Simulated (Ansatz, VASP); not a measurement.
**One calculation of O, two programs**

File INCAR:

```
SYSTEM = O
PREC = Accurate
ENCUT = 520
EDIFF = 1E-8
ISMEAR = -1
SIGMA = 0.05
LREAL = .False.
LASPH = .True.
NELM = 100
ALGO = Normal
ISIF = 2
LWAVE = .False.
LCHARG = .False.
GGA = PS
LEFG = .True.
NBANDS = 13
```

The input KPOINTS:

```
Automatic mesh
0
Gamma
  11 11 11
  0 0 0
```

File POSCAR:

```
O
1.0
    0.0000000000      2.3957099285      2.3957099285
    2.3957099285      0.0000000000      2.3957099285
    2.3957099285      2.3957099285      0.0000000000
O
2
Direct
   -0.2825000000     -0.0725000000     -0.0725000000
    0.2825000000      0.0725000000      0.0725000000
```

Input for Ansatz:

```yaml
crystal:
  lattice:
    - [0.0, 2.3957099285, 2.3957099285]
    - [2.3957099285, 0.0, 2.3957099285]
    - [2.3957099285, 2.3957099285, 0.0]
  atoms:
    - { symbol: O, position: [-0.2825, -0.0725, -0.0725] }
    - { symbol: O, position: [0.2825, 0.0725, 0.0725] }
kpoints:
  mp_grid: { grid: [11, 11, 11] }
scf:
  occupations: { method: fermi_dirac, width: 0.05 }
hamiltonian:
  xc: pbesol
  pseudopotentials: { kind: all_electron, datasets: crystal }
output:
  forces: true
  stress: true
  eigenvalues: true
  efg: { contact_densities: true }
```

Change from the starting cell: shortest bond scaled by 0.58, crystal datasets.

Alike in both runs: task electric field gradients; functional PBEsol; k mesh 11 × 11 × 11; occupations fermi-dirac, width 0.05 eV; no spin polarisation.

|  | VASP | Ansatz |
| --- | --- | --- |
| version | VASP 6.6.1 | Ansatz 0.2.0 |
| potentials or method | VASP PAW PBE potentials, release 64 (O), cutoff 520 eV | all-electron PAW with datasets made for the crystal, scalar-relativistic |

|  | VASP | Ansatz | Ansatz less VASP |
| --- | --- | --- | --- |
| pressure (GPa) | 2.7 | -0.1 | -2.82 |
| traceless stress, the component that is largest in VASP (GPa) | -3.18 | 0.02 | +3.206 |
| rms of the force components (eV/Å) | 1.311 | 0.514 | -0.7974 |
| size of Vzz on the site where it differs most (V/Å²) | 126.2 | 119.0 | -7.28 |

VASP's potentials were made for PBE, not for PBEsol. Atom by atom the forces differ by 0.797 eV/Å (rms over components). Ansatz ran all-electron here, and VASP with PAW potentials.

Noted on VASP's run: the standard files for N, O and F lose accuracy on very short bonds; spin is off for a triplet molecule.
